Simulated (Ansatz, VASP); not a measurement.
This is a calculation of HRh2 for Ansatz 0.2.0.

File input.yaml:

```yaml
crystal:
  lattice:
    - [0.0, 2.5934526827, 2.5934526827]
    - [2.5934526827, 0.0, 2.5934526827]
    - [2.5934526827, 2.5934526827, 0.0]
  atoms:
    - { symbol: H, position: [0.0, 0.0, 0.0] }
    - { symbol: Rh, position: [0.25, 0.25, 0.25] }
    - { symbol: Rh, position: [0.75, 0.75, 0.75] }
hamiltonian:
  xc: pbe
  pseudopotentials: { kind: paw }
kpoints:
  mp_grid: { grid: [9, 9, 9] }
scf:
  occupations: { method: fermi_dirac, width: 0.05 }
output:
  forces: true
  stress: true
  eigenvalues: true
```

Potentials or basis: Ansatz PAW.

The run is started by

```bash
$ ansatz run input.yaml --threads 2 --pin off --max-ram 5120MiB --backend cpu --events-out ev --progress --plain --runs-dir out
```

**Question.** Set up the same calculation for VASP 6.6.1. Potentials there: VASP PAW PBE potentials, release 64 (H, Rh_pv).

**Answer.** As run (the cutoff follows the program's own potentials):

File INCAR:

```
PREC = Accurate
ENCUT = 520
EDIFF = 1E-7
ISMEAR = -1
SIGMA = 0.05
LREAL = False
LASPH = True
NELM = 80
ALGO = Normal
ISIF = 2
LWAVE = False
LCHARG = False
GGA = PE
NBANDS = 22
```

KPOINTS

```
regular mesh
0
Gamma
  9 9 9
```

The input POSCAR:

```
HRh2
1.0
    0.0000000000      2.5934526827      2.5934526827
    2.5934526827      0.0000000000      2.5934526827
    2.5934526827      2.5934526827      0.0000000000
H Rh
1 2
Direct
    0.0000000000      0.0000000000      0.0000000000
    0.2500000000      0.2500000000      0.2500000000
    0.7500000000      0.7500000000      0.7500000000
```

Potentials or basis: VASP PAW PBE potentials, release 64 (H, Rh_pv).

Command:

```bash
$ cat potpaw_PBE.64/H/POTCAR potpaw_PBE.64/Rh_pv/POTCAR > POTCAR
$ mpirun -np 1 vasp_std > vasp.out
```

Both were run:

|  | VASP | Ansatz | Ansatz less VASP |
| --- | --- | --- | --- |
| gap on the k mesh at the Fermi level (eV) | none | none | - |
| pressure (GPa) | -3.5 | -3.5 | 0.00 |

A gap of «none» marks a metal or a gap that the smearing closes. With one functional, cell and mesh, what is left measures potentials, basis and numerics. VASP's potentials hold 31 valence electrons a cell and Ansatz's 35, so a difference there can come from the potentials and not from the codes.
